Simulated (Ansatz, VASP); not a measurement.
# Two plane-wave programs on TiN

```xyz
2
Lattice="0.0000 2.0864 2.0864 2.0864 0.0000 2.0864 2.0864 2.0864 0.0000" Properties=species:S:1:pos:R:3 pbc="T T T"
Ti    0.0000    0.0000    0.0000
N     2.0864    2.0864    2.0864
```

Alike in both runs: functional LDA; k mesh 8 × 8 × 8; occupations gaussian, width 0.1 eV; no spin polarisation.

Ansatz relaxed the structure, and its values are those at the end. VASP's run is a single point on that final structure, the one shown.

|  | VASP | Ansatz |
| --- | --- | --- |
| version | VASP 6.6.1 | Ansatz 0.2.0 |
| potentials or method | VASP PAW LDA potentials, release 64 (Ti_sv, N), cutoff 600 eV | scalar-relativistic, plane waves, PAW |
| valence electrons in the cell | 17 | 17 |

```csv
,VASP,Ansatz,Ansatz less VASP
gap on the k mesh at the Fermi level (eV),none,none,-
pressure (GPa),0.9,0.0,-0.96
```

Ansatz warns that its potentials were made for another functional, while VASP's fit it. LDA's correlation is that of Perdew and Zunger in VASP and of Perdew and Wang (1992) in Ansatz. A gap of «none» marks a metal or a gap that the smearing closes.
